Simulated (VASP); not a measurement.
# Ti (Fm-3m) in VASP: notebook

The runs below take Ti through single point, with r2SCAN.

Program: VASP 6.6.1. These are calculated values, not measurements. Logs are shortened: lines on timing, memory, paths and dates and some standing lists are left out, and cuts for length are marked.

### 1 The cell of the first run

It takes space group Fm-3m (No. 225, cubic). Conventional cell: a = 4.060 Å, b = 4.060 Å, c = 4.060 Å, α = 90.00°, β = 90.00°, γ = 90.00°. Within 3.8 Å of Ti (site symmetry m-3m) lie 12 Ti at 2.87 Å.

### 2 Single point, r2SCAN

File POSCAR:

```
Ti
1.0
    0.0000000000      2.0300000000      2.0300000000
    2.0300000000      0.0000000000      2.0300000000
    2.0300000000      2.0300000000      0.0000000000
Ti
1
Direct
    0.0000000000      0.0000000000      0.0000000000
```

File INCAR.step1:

```
ALGO = Normal ; EDIFF = 1E-4
ENCUT = 520 ; GGA = PE
ISMEAR = -1 ; LASPH = True
LCHARG = False ; LREAL = False
LWAVE = True ; NBANDS = 12
NELM = 60 ; PREC = Accurate
SIGMA = 0.05
```

File INCAR.step2:

```
ALGO = Normal ; EDIFF = 1E-7
ENCUT = 520 ; ISIF = 2
ISMEAR = -1 ; ISTART = 1
LASPH = True ; LCHARG = True
LELF = True ; LMIXTAU = True
LREAL = False ; LVHAR = True
LWAVE = False ; METAGGA = R2SCAN
NBANDS = 12 ; NELM = 60
PREC = Accurate ; SIGMA = 0.05
```

File KPOINTS:

```
k-points
0
Gamma
  11 11 11
```

Potentials or basis: VASP PAW PBE potentials, release 64 (Ti_sv).

On the command line:

```console
$ cat potpaw_PBE.64/Ti_sv/POTCAR > POTCAR
$ cp INCAR.step1 INCAR
$ mpirun -np 1 vasp_std > vasp.out
$ cp INCAR.step2 INCAR
$ mpirun -np 1 vasp_std > vasp.out
```

OUTCAR:

```text
EDIFF = 1E-7
   ENCUT = 520
   ISIF = 2
   ISMEAR = -1
   ISTART = 1
   LASPH = True
   LREAL = False
   METAGGA = R2SCAN
   NELM = 60
   PREC = Accurate

 ion  position               nearest neighbor table
   1  0.000  0.000  0.000-

  LATTYP: Found a face centered cubic cell.
 ALAT       =     4.0600000000

  Lattice vectors:

 A1 = (   0.0000000000,   2.0300000000,   2.0300000000)
 A2 = (   2.0300000000,   0.0000000000,   2.0300000000)
 A3 = (   2.0300000000,   2.0300000000,   0.0000000000)

Analysis of symmetry for initial positions (statically):
=====================================================================
 Subroutine PRICEL returns:
 Original cell was already a primitive cell.

 Routine SETGRP: Setting up the symmetry group for a
 face centered cubic supercell.

 Subroutine GETGRP returns: Found 48 space group operations
 (whereof 48 operations were pure point group operations)
 out of a pool of 48 trial point group operations.

The static configuration has the point symmetry O_h .

Analysis of symmetry for dynamics (positions and initial velocities):
=====================================================================
 Subroutine PRICEL returns:
 Original cell was already a primitive cell.

 Routine SETGRP: Setting up the symmetry group for a
 face centered cubic supercell.

 Subroutine GETGRP returns: Found 48 space group operations
 (whereof 48 operations were pure point group operations)
 out of a pool of 48 trial point group operations.

The dynamic configuration has the point symmetry O_h .

 Subroutine INISYM returns: Found 48 space group operations
 (whereof 48 operations are pure point group operations),
 and found     1 'primitive' translations

----------------------------------------------------------------------------------------

                                     Primitive cell

  volume of cell :      16.7309

  direct lattice vectors                    reciprocal lattice vectors
     0.000000000  2.030000000  2.030000000    -0.246305419  0.246305419  0.246305419
     2.030000000  0.000000000  2.030000000     0.246305419 -0.246305419  0.246305419
     2.030000000  2.030000000  0.000000000     0.246305419  0.246305419 -0.246305419

  length of vectors
     2.870853532  2.870853532  2.870853532     0.426613499  0.426613499  0.426613499

  position of ions in fractional coordinates (direct lattice)
     0.000000000  0.000000000  0.000000000

  ion indices of the primitive-cell ions
   primitive index   ion index
                 1           1

----------------------------------------------------------------------------------------

 KPOINTS: k-points

Automatic generation of k-mesh.
 Grid dimensions read from file:
 generate k-points for:   11   11   11

 Generating k-lattice:

  Cartesian coordinates                     Fractional coordinates (reciprocal lattice)
    -0.022391402  0.022391402  0.022391402     0.090909091  0.000000000  0.000000000
     0.022391402 -0.022391402  0.022391402     0.000000000  0.090909091  0.000000000
     0.022391402  0.022391402 -0.022391402     0.000000000  0.000000000  0.090909091

  Length of vectors
     0.038783045  0.038783045  0.038783045

  Shift w.r.t. Gamma in fractional coordinates (k-lattice)
     0.000000000  0.000000000  0.000000000

 Subroutine IBZKPT returns following result:
 ===========================================

 Found     56 irreducible k-points:

 Following reciprocal coordinates:
            Coordinates               Weight
  0.000000  0.000000  0.000000      1.000000
  0.090909  0.000000  0.000000      8.000000
  0.181818  0.000000  0.000000      8.000000
  0.272727  0.000000  0.000000      8.000000
  0.363636  0.000000  0.000000      8.000000
  0.454545  0.000000  0.000000      8.000000
[... 16 lines left out ...]
 -0.272727  0.181818  0.000000     24.000000
 -0.181818  0.181818  0.000000     12.000000
 [... further k-points ...]
   k-points           NKPTS =     56   k-points in BZ     NKDIM =     56   number of bands    NBANDS=     12
   number of dos      NEDOS =    301   number of ions     NIONS =      1
   total plane-waves  NPLWV =  13824
   dimension x,y,z NGX =    24 NGY =   24 NGZ =   24
   dimension x,y,z NGXF=    48 NGYF=   48 NGZF=   48
   ions per type =               1
   NGX,Y,Z   is equivalent  to a cutoff of  13.90, 13.90, 13.90 a.u.
   NGXF,Y,Z  is equivalent  to a cutoff of  27.80, 27.80, 27.80 a.u.
 SYSTEM =  unknown system
   PREC   = accura    normal or accurate (medium, high low for compatibility)
   ISTART =      1    job   : 0-new  1-cont  2-samecut
   ICHARG =      0    charge: 1-file 2-atom 10-const
   ISPIN  =      1    spin polarized calculation?
   LNONCOLLINEAR =      F non collinear calculations
   LSORBIT =      F    spin-orbit coupling
   LASPH  =      T    aspherical Exc in radial PAW
   ENCUT  =  520.0 eV  38.22 Ry    6.18 a.u.   5.34  5.34  5.34*2*pi/ulx,y,z
   NELM   =     60;   NELMIN=  2; NELMDL=  0     # of ELM steps
   EDIFF  = 0.1E-06   stopping-criterion for ELM
   LREAL  =      F    real-space projection
   EDIFFG = 0.1E-05   stopping-criterion for IOM
   NSW    =      0    number of steps for IOM
   IBRION =     -1    ionic relax: 0-MD 1-quasi-New 2-CG
   NFREE  =      0    steps in history (QN), initial steepest desc. (CG)
   ISIF   =      2    stress and relaxation
   ISYM   =      2    0-nonsym 1-usesym 2-fastsym
   POTIM  = 0.5000    time-step for ionic-motion
   TEBEG  =    0.0;   TEEND  =   0.0 temperature during run
   PSTRESS=    0.0 pullay stress
   NELECT =      12.0000    total number of electrons
   NUPDOWN=      -1.0000    fix difference up-down
   EMIN   =  10.00;   EMAX   =-10.00  energy-range for DOS
   EFERMI =   0.00;   METHOD = LEGACY
   ISMEAR =    -1;   SIGMA  =   0.05  broadening in eV -4-tet -1-fermi 0-gaus
   EFERMI_NEDOS =   21; number of points for ismear=-14 and -15
   IALGO  =     38    algorithm
   IMIX   =      4    mixing-type and parameters
     AMIX     =   0.40;   BMIX     =  1.00
     AMIX_MAG =   1.60;   BMIX_MAG =  1.00
  volume/ion in A,a.u.               =      16.73       112.91
  Fermi-wavevector in a.u.,A,eV,Ry     =   1.465421  2.769245 29.217967  2.147460
  Thomas-Fermi vector in A             =   2.581280
   LORBIT       =      0    0 simple, 1 ext, 2 COOP (PROOUT), +10 PAW based schemes
   METAGGA = R2SCAN    functional components
   LHFCALC =     F    Hartree Fock is set to
   AEXX    =    0.0000 exact exchange contribution
   IVDW    =     0    specifies the selected vdW correction
   LEPSILON=     F    determine dielectric tensor
   LRPA    =     F    only Hartree local field effects (RPA)
 non-spin polarized calculation
  energy-cutoff  :      520.00
  volume of cell :       16.73
 maximum number of plane-waves:       463
 NGX is ok and might be reduce to    24
   NGX = 11   NGY = 11   NGZ = 11

 number of electron      12.0000002 magnetization

 Free energy of the ion-electron system (eV)
  ---------------------------------------------------
  ext. energy  EPLUGINS =         0.00000000
  ---------------------------------------------------
  free energy    TOTEN  =       -12.87668418 eV

  energy without entropy =      -12.86428161  energy(sigma->0) =      -12.87048289

 E-fermi :   8.6304     XC(G=0): -12.6039

 val. band max:        8.6237960323   @ k =   0.2727   0.1818   0.0909
 cond. band min:       8.6526820988   @ k =   0.1818   0.1818   0.0000
 fundamental gap:      0.0288860665
 Fermi energy:         8.6303610814

 k-point     1 :       0.0000    0.0000    0.0000
  band No.  band energies     occupation
      1     -50.3270      2.00000
      2     -25.0854      2.00000
      3     -25.0854      2.00000
      4     -25.0854      2.00000
      5       2.0871      2.00000
      6       9.6722      0.00000
      7       9.6722      0.00000
      8       9.6722      0.00000
      9      11.5638      0.00000
     10      11.5638      0.00000
     11      24.6240      0.00000
     12      29.7086      0.00000

 k-point     2 :       0.0909    0.0000    0.0000
  band No.  band energies     occupation
      1     -50.3152      2.00000
      2     -25.1503      2.00000
      3     -25.0934      2.00000
      4     -25.0933      2.00000
      5       2.3728      2.00000
      6       9.4859      0.00000
      7       9.7729      0.00000
      8       9.7729      0.00000
      9      11.4977      0.00000
     10      11.4977      0.00000
     11      24.8511      0.00000
     12      27.8032      0.00000

 k-point     3 :       0.1818    0.0000    0.0000
  band No.  band energies     occupation
      1     -50.2836      2.00000
      2     -25.3223      2.00000
      3     -25.1145      2.00000
      4     -25.1145      2.00000
      5       3.1737      2.00000
      6       9.0525      0.00043
      7       9.9586      0.00000
      8       9.9586      0.00000
      9      11.4397      0.00000
     10      11.4397      0.00000
     11      24.3503      0.00000
     12      25.8573      0.00000
[... 286 lines left out ...]
 k-point    23 :      -0.2727    0.1818    0.0000
  band No.  band energies     occupation
      1     -50.1924      2.00000
      2     -25.6508      2.00000
      3     -25.3313      2.00000
      4     -25.1669      2.00000
      5       5.8173      2.00000
      6       8.2953      1.99754
      7       9.1132      0.00013
      8      10.3996      0.00000
      9      11.3331      0.00000
     10      13.2975      0.00000
     11      20.7006      0.00000
     12      22.9965      0.00000

 k-point    24 :      -0.1818    0.1818    0.0000
  band No.  band energies     occupation
      1     -50.2280      2.00000
      2     -25.5219      2.00000
      3     -25.2632      2.00000
      4     -25.1345      2.00000
      5       4.7273      2.00000
      6       8.4537      1.94324
      7       9.5932      0.00000
      8      10.6325      0.00000
      9      10.7069      0.00000
     10      12.5376      0.00000
     11      23.0397      0.00000
     12      23.5082      0.00000

 [... further k-points ...]
[... 5 lines left out ...]
  --------------------------------------------------------------------------------------
  -------------------------------------------------------------------------------------
  Total        0.4888142      0.4888142      0.4888142      0.0000000      0.0000000     -0.0000000
  in kB       46.8097508     46.8097508     46.8097508      0.0000000      0.0000000     -0.0000000
  external PRESSURE =      46.8097508 kB  Pullay stress =       0.0000000 kB

 VOLUME and BASIS-vectors are now :
 -----------------------------------------------------------------------------
  energy-cutoff  :      520.00
  volume of cell :       16.73
      direct lattice vectors                 reciprocal lattice vectors
     0.000000000  2.030000000  2.030000000    -0.246305419  0.246305419  0.246305419
     2.030000000  0.000000000  2.030000000     0.246305419 -0.246305419  0.246305419
     2.030000000  2.030000000  0.000000000     0.246305419  0.246305419 -0.246305419

 POSITION                                       TOTAL-FORCE (eV/Angst)
 -----------------------------------------------------------------------------------
      0.00000      0.00000      0.00000         0.000000      0.000000      0.000000
 -----------------------------------------------------------------------------------
    total drift:                               -0.000000     -0.000000     -0.000000

  FREE ENERGIE OF THE ION-ELECTRON SYSTEM (eV)
  ---------------------------------------------------
  free  energy   TOTEN  =       -12.8766841773 eV

  energy  without entropy=      -12.8642816123  energy(sigma->0) =      -12.87048289
```

It took 2.3 min on 1 thread of AMD EPYC, shared host; peak memory 0.11 GiB.

What came out:

```yaml
Free_energy: -12.8767 eV
Pressure: 4.7 GPa
Band_gap_on_the_k_mesh: zero (band 6 reaches 9.67 eV, above the bottom of band 7 at 8.34 eV)
```

Levels at points of the mesh, in eV from the Fermi level:
| k point | band 3 | band 4 | band 5 | band 6 | band 7 | band 8 | band 9 | band 10 |
| --- | --- | --- | --- | --- | --- | --- | --- | --- |
| (0.00, 0.00, 0.00) | -33.72 | -33.72 | -6.54 | 1.04 | 1.04 | 1.04 | 2.93 | 2.93 |

Caveat: the PAW data sets were made with another functional, which shifts forces and pressure a little.

### 3 Single point, r2SCAN

This run uses another cell than the first one, of 17.07 Å³/atom, 1.020 times its volume.

File POSCAR:

```
Ti
1.0
    0.0000000000      2.0434441004      2.0434441004
    2.0434441004      0.0000000000      2.0434441004
    2.0434441004      2.0434441004      0.0000000000
Ti
1
Direct
    0.0000000000      0.0000000000      0.0000000000
```

File INCAR.step1:

```
PREC = Accurate ; ENCUT = 520
ISMEAR = -1 ; SIGMA = 0.05
LREAL = F ; LASPH = T
NELM = 80 ; NBANDS = 12
GGA = PE ; ALGO = Normal
EDIFF = 1E-4 ; LWAVE = T
LCHARG = F
```

File INCAR.step2:

```
PREC = Accurate ; ENCUT = 520
EDIFF = 1E-7 ; ISMEAR = -1
SIGMA = 0.05 ; LREAL = F
LASPH = T ; NELM = 80
ALGO = Normal ; ISIF = 2
LWAVE = F ; LCHARG = F
METAGGA = R2SCAN ; LMIXTAU = T
NBANDS = 12 ; ISTART = 1
```

File KPOINTS:

```
regular mesh
0
Gamma
  11 11 11
```

Potentials or basis: VASP PAW PBE potentials, release 64 (Ti_sv).

On the command line:

```console
$ cat potpaw_PBE.64/Ti_sv/POTCAR > POTCAR
$ cp INCAR.step1 INCAR
$ mpirun -np 1 vasp_std > vasp.out
$ cp INCAR.step2 INCAR
$ mpirun -np 1 vasp_std > vasp.out
```

It took 2 min on 1 thread of AMD EPYC, shared host; peak memory 0.11 GiB.

It converged, with:

```yaml
Free_energy: -12.8842 eV
Pressure: 2.3 GPa
Band_gap_on_the_k_mesh: zero (band 6 reaches 9.44 eV, above the bottom of band 7 at 8.14 eV)
```

Levels at points of the mesh, in eV from the Fermi level:
| k point | band 2 | band 3 | band 4 | band 5 | band 6 | band 7 | band 8 | band 9 | band 10 | band 11 |
| --- | --- | --- | --- | --- | --- | --- | --- | --- | --- | --- |
| (0.00, 0.00, 0.00) | -33.78 | -33.78 | -33.78 | -6.50 | 1.03 | 1.03 | 1.03 | 2.87 | 2.87 | 15.89 |

Caveat: the PAW data sets were made with another functional, which shifts forces and pressure a little.
